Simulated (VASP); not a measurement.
Ti:

```
Ti
1.0
     3.00786    0.00000    0.00000
    -1.50393    2.60488    0.00000
     0.00000    0.00000    4.77179
Ti
2
Direct
  0.66667 0.33333 0.75000
  0.33333 0.66667 0.25000
```

Base run:

```yaml
Program: VASP 6.6.1
Functional: revPBE
Dispersion: D3(BJ)
Potentials_or_basis: VASP PAW PBE potentials, release 64 (Ti_sv)
Cutoff: 520 eV
k_mesh: 10 × 10 × 6
Occupations: fermi-dirac, width 0.05 eV
Spin: no spin polarisation
```

Its results: band gap on the k mesh zero (band 12 reaches 8.40 eV, above the bottom of band 13 at 7.41 eV); pressure -14.5 GPa.

The run is repeated on the same cell with these changes: functional from revPBE to PBEsol. What comes out?

Band gap on the k mesh zero (band 12 reaches 8.19 eV, above the bottom of band 13 at 7.21 eV); pressure -15.8 GPa.

PBEsol binds more tightly than revPBE, so the same cell stands under less pressure.

Caveats: the PAW data sets were made with another functional, which shifts forces and pressure a little; pairwise dispersion overbinds metals, which lowers pressure and volume.
